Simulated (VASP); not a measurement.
## AgB2: single point with PBE

The system is AgB2.

```
CELL_PARAMETERS angstrom
3.00000 0.00000 0.00000
-1.50000 2.59808 0.00000
0.00000 0.00000 3.24000
ATOMIC_POSITIONS crystal
Ag 0.00000 0.00000 0.00000
B 0.66667 0.33333 0.50000
B 0.33333 0.66667 0.50000
```

- Program: VASP 6.6.1
- Task: single point
- Functional: PBE
- Potentials or basis: VASP PAW PBE potentials, release 64 (Ag, B)
- Cutoff: 520 eV
- k mesh: 9 × 9 × 7
- Occupations: methfessel-paxton, width 0.05 eV
- Spin: non-collinear spin, zero start, spin-orbit coupling
- Starting moments: [[0.0, 0.0, 0.0], [0.0, 0.0, 0.0], [0.0, 0.0, 0.0]] μB
- Dipole correction: no
- Further INCAR settings: ALGO = Normal; EDIFF = 1e-06; NBANDS = 30

```json
{
 "Pressure": "53.9 GPa",
 "Net moment": "0.00 μB per cell",
 "Valence electrons inside the program's atomic spheres": "Ag 10.22; B 2.02"
}
```

Stress tensor (GPa, compression positive):
```
42.46  0.00  0.00
 0.00 42.46  0.00
 0.00  0.00 76.77
```

Moments on the atoms (μB; x, y, z):
```
Ag  0.00 0.00 0.00
B   0.00 0.00 0.00
B   0.00 0.00 0.00
```

Wall time 36 s on 1 thread of AMD EPYC 9R45 96-Core Processor (Zen 5) (shared host), peak memory 0.2 GiB.

Caveat: the cell stands under pressure.
